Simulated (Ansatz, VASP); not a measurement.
**Two plane-wave programs on BC5**

File INCAR:

```
PREC = Accurate
ENCUT = 520
EDIFF = 1E-7
ISMEAR = 0
SIGMA = 0.1
LREAL = F
LASPH = T
NELM = 60
ALGO = Normal
ISIF = 2
LWAVE = F
LCHARG = F
GGA = RE
NBANDS = 20
```

Contents of KPOINTS:

```
regular mesh
0
Gamma
  11 11 4
```

Contents of POSCAR:

```
BC5
1.0
    2.5515500000      0.0000000000      0.0000000000
   -1.2757800000      2.2097100000      0.0000000000
    0.0000000000      0.0000000000      6.3996600000
B C
1 5
Direct
    0.3333333333      0.6666666667      0.0075900000
    0.3333333333      0.6666666667      0.2595100000
    0.6666666667      0.3333333333      0.3390300000
    0.0000000000      0.0000000000      0.6645600000
    0.6666666667      0.3333333333      0.5813600000
    0.0000000000      0.0000000000      0.8989400000
```

Input for Ansatz:

```yaml
crystal:
  lattice:
    - [2.55155, 0.0, 0.0]
    - [-1.27578, 2.20971, 0.0]
    - [0.0, 0.0, 6.39966]
  atoms:
    - { symbol: B, position: [0.3333333333333333, 0.6666666666666666, 0.007590000000000001] }
    - { symbol: C, position: [0.3333333333333333, 0.6666666666666666, 0.25951] }
    - { symbol: C, position: [0.6666666666666666, 0.3333333333333333, 0.33903] }
    - { symbol: C, position: [0.0, 0.0, 0.66456] }
    - { symbol: C, position: [0.6666666666666666, 0.3333333333333333, 0.58136] }
    - { symbol: C, position: [0.0, 0.0, 0.89894] }
basis:
  ecutwfc: 420.0
kpoints:
  mp_grid:
    grid: [11, 11, 4]
hamiltonian:
  xc: revpbe
  pseudopotentials:
    kind: paw
    azcp:
      folder: soft_1
scf:
  occupations:
    method: gaussian
    width: 0.1
output:
  forces: true
  stress: true
```

Alike in both runs: task single point; functional revPBE; k mesh 11 × 11 × 4; occupations gaussian, width 0.1 eV; no spin polarisation.

```csv
,VASP,Ansatz
version,VASP 6.6.1,Ansatz 0.2.0
potentials or method,"VASP PAW PBE potentials, release 64 (B, C), cutoff 520 eV","plane waves, PAW"
valence electrons in the cell,23,23
```

Ansatz gave:

| Quantity | Value |
| --- | --- |
| pressure (GPa) | 3.7 |
| traceless stress, the component that is largest in VASP (GPa) | 0.27 |
| rms of the force components (eV/Å) | 0.010 |

Which values does VASP return?

Pressure (GPa): 4.1; traceless stress, the component that is largest in VASP (GPa): 0.35; rms of the force components (eV/Å): 0.008.

VASP's potentials were made for PBE, not for revPBE. Atom by atom the forces differ by 0.008 eV/Å (rms over components). With one functional, cell and mesh, what is left measures potentials, basis and numerics.
